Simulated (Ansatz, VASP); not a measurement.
Si3N4 in VASP and in Ansatz

```xyz
14
Lattice="7.6374 0.0000 0.0000 -3.8187 6.6142 0.0000 0.0000 0.0000 2.9220" Properties=species:S:1:pos:R:3 pbc="T T T"
Si   -1.6017    5.0821    0.7305
Si    2.4353    1.1539    2.1915
Si    0.2184    2.6860    0.7305
Si    5.4204    1.5321    2.1915
Si    1.3834    5.4603    0.7305
Si    3.6003    3.9282    2.1915
N     0.0000    4.4095    0.7305
N     3.8187    2.2047    2.1915
N     2.4036    0.2008    0.7305
N     1.0279    2.1819    2.1915
N     6.2618    1.9812    0.7305
N     1.4151    6.4134    2.1915
N     2.7908    4.4322    0.7305
N    -2.4431    4.6330    2.1915
```

Alike in both runs: functional PBE; k mesh 4 × 4 × 9; occupations fermi-dirac, width 0.02 eV; no spin polarisation.

Ansatz relaxed the structure, and its values are those at the end. VASP's run is a single point on that final structure, the one shown.

|  | VASP | Ansatz |
| --- | --- | --- |
| version | VASP 6.6.1 | Ansatz 0.2.0 |
| potentials or method | VASP PAW PBE potentials, release 64 (Si, N) | plane-wave PAW, scalar-relativistic |
| plane-wave cutoff (eV) | 520 | 420 |
| valence electrons in the cell | 64 | 64 |

VASP gave:

```
gap on the k mesh at the Fermi level (eV) : 4.27
pressure (GPa)                            : 1.7
rms of the force components (eV/Å)        : 0.007
```

Task: Estimate Ansatz's values.

Result: gap on the k mesh at the Fermi level (eV): 4.29; pressure (GPa): 2.0; rms of the force components (eV/Å): 0.008.

With one functional, cell and mesh, what is left measures potentials, basis and numerics. Ansatz's warnings: stress scf threshold loose.
